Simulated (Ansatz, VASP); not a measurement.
Ge in VASP and in Ansatz

```
CELL_PARAMETERS angstrom
0.00000 2.88064 2.88064
2.88064 0.00000 2.88064
2.88064 2.88064 0.00000
ATOMIC_POSITIONS crystal
Ge 0.00000 0.00000 0.00000
Ge 0.25000 0.25000 0.25000
```

Alike in both runs: functional PBE; k mesh 12 × 12 × 12; occupations gaussian, width 0.1 eV; no spin polarisation.

Ansatz relaxed the structure, and its values are those at the end. VASP's run is a single point on that final structure, the one shown.

```csv
,VASP,Ansatz
version,VASP 6.6.1,Ansatz 0.2.0
potentials or method,"VASP PAW PBE potentials, release 64 (Ge_d), cutoff 520 eV","scalar-relativistic, plane waves, PAW"
valence electrons in the cell,28,28
```

```tsv
	VASP	Ansatz	Ansatz less VASP
gap on the k mesh at the Fermi level (eV)	none	none	-
pressure (GPa)	-0.1	0.0	+0.06
```

A gap of «none» marks a metal or a gap that the smearing closes.
